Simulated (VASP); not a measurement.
Wanted: the native input for a VASP 6.6.1 run.

```yaml
Task: single point
Functional: LDA
Potentials_or_basis: VASP PAW LDA potentials, release 64 (Li_sv, F)
Cutoff: 520 eV
k_mesh: 9 × 9 × 6
Occupations: gaussian, width 0.05 eV
Spin: no spin polarisation
Dipole_correction: no
Further_INCAR_settings: ALGO = Normal; EDIFF = 1e-07; NBANDS = 18
```

The structure of LiF lies in POSCAR:

```
LiF
1.0
    3.0953564876      0.0000000000      0.0000000000
   -1.5476782438      2.6806573520      0.0000000000
    0.0000000000      0.0000000000      4.3217367280
Li F
2 2
Direct
    0.3333333333      0.6666666667      0.3839784076
    0.6666666667      0.3333333333      0.8839784076
    0.3333333333      0.6666666667      0.9910195924
    0.6666666667      0.3333333333      0.4910195924
```

One way to write it, as run:

INCAR

```
PREC = Accurate ; ENCUT = 520
EDIFF = 1E-7 ; ISMEAR = 0
SIGMA = 0.05 ; LREAL = False
LASPH = True ; NELM = 80
ALGO = Normal ; ISIF = 2
LWAVE = False ; LCHARG = True
LELF = True ; LVHAR = True
NBANDS = 18
```

KPOINTS

```
regular mesh
0
Gamma
  9 9 6
```

Potentials or basis: VASP PAW LDA potentials, release 64 (Li_sv, F).

Run with:

```bash
$ cat potpaw_LDA.64/Li_sv/POTCAR potpaw_LDA.64/F/POTCAR > POTCAR
$ mpirun -np 1 vasp_std > vasp.out
```

It gave:

| Quantity | Value |
| --- | --- |
| Largest force | 0.701 eV/Å |
| Band gap on the k mesh | 7.89 eV |

Run time: 20 s on 1 thread of Intel(R) Xeon(R) Platinum 8175M CPU @ 2.50GHz (Skylake/Cascade Lake), on a shared host, peak memory 0.14 GiB.
